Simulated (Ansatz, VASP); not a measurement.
**Ir3C2 in VASP and in Ansatz**

```xyz
5
Lattice="5.5665 0.0000 0.0000 -2.7832 4.8207 0.0000 0.0000 0.0000 2.7536" Properties=species:S:1:pos:R:3 pbc="T T T"
Ir    2.7832    0.0000    1.3768
Ir   -1.3916    2.4104    1.3768
Ir    1.3916    2.4104    1.3768
C     2.7832    1.6069    0.0000
C     0.0000    3.2138    0.0000
```

Alike in both runs: functional PBE; k mesh 6 × 6 × 6; occupations gaussian, width 0.1 eV; no spin polarisation.

Ansatz relaxed the structure, and its values are those at the end. VASP's run is a single point on that final structure, the one shown.

```csv
,VASP,Ansatz
version,VASP 6.6.1,Ansatz 0.2.0
potentials or method,"VASP PAW PBE potentials, release 64 (Ir_sv_GW, C), cutoff 700 eV","scalar-relativistic, plane waves, PAW"
valence electrons in the cell,59,59
```

|  | VASP | Ansatz | Ansatz less VASP |
| --- | --- | --- | --- |
| gap on the k mesh at the Fermi level (eV) | none | none | - |
| pressure (GPa) | -0.2 | 0.0 | +0.21 |

A gap of «none» marks a metal or a gap that the smearing closes.

The k mesh is coarse, so the values compare programs but aren't converged. Neither program's run includes spin-orbit coupling.
